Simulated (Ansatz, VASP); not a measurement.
**SrTiC: VASP beside Ansatz**

```
CELL_PARAMETERS angstrom
3.10180 0.00000 0.00000
0.00000 3.10180 0.00000
0.00000 0.00000 5.60439
ATOMIC_POSITIONS crystal
Sr 0.50000 0.50000 0.00000
Ti 0.00000 0.00000 0.50000
C 0.50000 0.50000 0.50000
```

Alike in both runs: functional PBE; k mesh 6 × 6 × 4; occupations gaussian, width 0.1 eV; no spin polarisation.

Ansatz relaxed the structure, and its values are those at the end. VASP's run is a single point on that final structure, the one shown.

```csv
,VASP,Ansatz
version,VASP 6.6.1,Ansatz 0.2.0
potentials or method,"VASP PAW PBE potentials, release 64 (Sr_sv, Ti_sv, C), cutoff 520 eV","scalar-relativistic, plane waves, PAW"
valence electrons in the cell,26,26
```

```tsv
	VASP	Ansatz	Ansatz less VASP
gap on the k mesh at the Fermi level (eV)	none	none	-
pressure (GPa)	0.3	0.0	-0.27
```

A gap of «none» marks a metal or a gap that the smearing closes.
